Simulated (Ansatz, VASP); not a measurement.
One calculation of SiC, two programs

The input INCAR:

```
PREC = Accurate
ENCUT = 520
EDIFF = 1E-6
ISMEAR = 0
SIGMA = 0.02
LREAL = F
LASPH = T
NELM = 100
ALGO = Normal
ISIF = 2
LWAVE = F
LCHARG = T
GGA = PE
LELF = T
LVHAR = T
NBANDS = 36
```

The input KPOINTS:

```
Automatic mesh
0
Gamma
  12 12 2
```

File POSCAR:

```
SiC
1.0
    3.0947360574      0.0000000000      0.0000000000
   -1.5473680287      2.6801200437      0.0000000000
    0.0000000000      0.0000000000     15.1881298545
Si C
6 6
Direct
    0.3333333333      0.6666666667      0.1422863724
    0.6666666667      0.3333333333      0.6422863724
    0.0000000000      0.0000000000      0.4755194283
    0.0000000000      0.0000000000      0.9755194283
    0.6666666667      0.3333333333      0.3087736127
    0.3333333333      0.6666666667      0.8087736127
    0.0000000000      0.0000000000      0.3501570151
    0.0000000000      0.0000000000      0.8501570151
    0.3333333333      0.6666666667      0.0173185554
    0.6666666667      0.3333333333      0.5173185554
    0.6666666667      0.3333333333      0.1838050062
    0.3333333333      0.6666666667      0.6838050062
```

Input for Ansatz:

```yaml
crystal:
  lattice:
    - [3.0947360574, 0.0, 0.0]
    - [-1.5473680287, 2.6801200437, 0.0]
    - [0.0, 0.0, 15.1881298545]
  atoms:
    - { symbol: Si, position: [0.3333333333, 0.6666666667, 0.1422863724] }
    - { symbol: Si, position: [0.6666666667, 0.3333333333, 0.6422863724] }
    - { symbol: Si, position: [0.0, 0.0, 0.4755194283] }
    - { symbol: Si, position: [0.0, 0.0, 0.9755194283] }
    - { symbol: Si, position: [0.6666666667, 0.3333333333, 0.3087736127] }
    - { symbol: Si, position: [0.3333333333, 0.6666666667, 0.8087736127] }
    - { symbol: C, position: [0.0, 0.0, 0.3501570151] }
    - { symbol: C, position: [0.0, 0.0, 0.8501570151] }
    - { symbol: C, position: [0.3333333333, 0.6666666667, 0.0173185554] }
    - { symbol: C, position: [0.6666666667, 0.3333333333, 0.5173185554] }
    - { symbol: C, position: [0.6666666667, 0.3333333333, 0.1838050062] }
    - { symbol: C, position: [0.3333333333, 0.6666666667, 0.6838050062] }
basis:
  ecutwfc: 420
kpoints:
  mp_grid: { grid: [12, 12, 2] }
  band_path:
    path:
      - [[0.0, 0.0, 0.0], [0.5, 0.0, 0.0], [0.33333333, 0.33333333, 0.0], [0.0, 0.0, 0.0], [0.0, 0.0, 0.5], [0.5, 0.0, 0.5], [0.33333333, 0.33333333, 0.5], [0.0, 0.0, 0.5]]
      - [[0.5, 0.0, 0.5], [0.5, 0.0, 0.0]]
      - [[0.33333333, 0.33333333, 0.5], [0.33333333, 0.33333333, 0.0]]
    npoints: 10
hamiltonian:
  xc: pbe
scf:
  occupations: { method: gaussian, width: 0.02 }
  n_extra_bands: 30
output:
  forces: true
  stress: true
  eigenvalues: true
  populations: true
  dos: { projected: true, de: 0.02, nscf_kmesh: { grid: [18, 18, 3] } }
  bader: false
  write_density: true
  write_potential: true
  elf: true
  volumetric_format: npy
```

Alike in both runs: task single point; functional PBE; k mesh 12 × 12 × 2; occupations gaussian, width 0.02 eV; no spin polarisation.

|  | VASP | Ansatz |
| --- | --- | --- |
| version | VASP 6.6.1 | Ansatz 0.2.0 |
| potentials or method | VASP PAW PBE potentials, release 64 (Si, C), cutoff 520 eV | scalar-relativistic, plane waves, PAW |
| valence electrons in the cell | 48 | 48 |

Ansatz gave:

| Quantity | Value |
| --- | --- |
| gap on the k mesh at the Fermi level (eV) | 2.03 |
| least direct gap on the mesh (eV) | 3.13 |
| pressure (GPa) | 0.0 |
| traceless stress, the component that is largest in VASP (GPa) | -0.05 |

What did VASP give for the same quantities?

gap on the k mesh at the Fermi level (eV): 2.03; least direct gap on the mesh (eV): 3.12; pressure (GPa): 0.0; traceless stress, the component that is largest in VASP (GPa): -0.05.
